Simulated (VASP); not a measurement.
ScCd, 2 atoms in the cell. It takes space group Pm-3m (No. 221, cubic). Conventional cell: a = 3.526 Å, b = 3.526 Å, c = 3.526 Å, α = 90.00°, β = 90.00°, γ = 90.00°. Sc (site symmetry m-3m) has 8 Cd at 3.05 Å and 6 Sc at 3.53 Å within 4.0 Å. Within 4.0 Å of Cd (site symmetry m-3m) lie 8 Sc at 3.05 Å and 6 Cd at 3.53 Å. 

* Program: VASP 6.6.1
* Task: relaxation of the atoms
* Functional: LDA
* Potentials or basis: VASP PAW LDA potentials, release 64 (Sc_sv, Cd)
* Cutoff: 520 eV
* k mesh: 10 × 10 × 10
* Occupations: fermi-dirac, width 0.05 eV
* Spin: no spin polarisation
* Dipole correction: no
* Further INCAR settings: ALGO = Normal; EDIFF = 1e-06; IBRION = 2; EDIFFG = -0.01; NSW = 50

Potentials or basis: VASP PAW LDA potentials, release 64 (Sc_sv, Cd).

Command:

```bash
$ cat potpaw_LDA.64/Sc_sv/POTCAR potpaw_LDA.64/Cd/POTCAR > POTCAR
$ mpirun -np 1 vasp_std > vasp.out
```

Hardware: 1 thread of Intel(R) Xeon(R) Platinum 8259CL CPU @ 2.50GHz (Skylake/Cascade Lake) (shared host).

Problem. Estimate the wall time of this run.

Solution. It took 26 s on 1 thread of Intel(R) Xeon(R) Platinum 8259CL CPU @ 2.50GHz (Skylake/Cascade Lake) (shared host), peak memory 0.17 GiB. Counts: scf iterations 12, k points 56, ion steps 1.
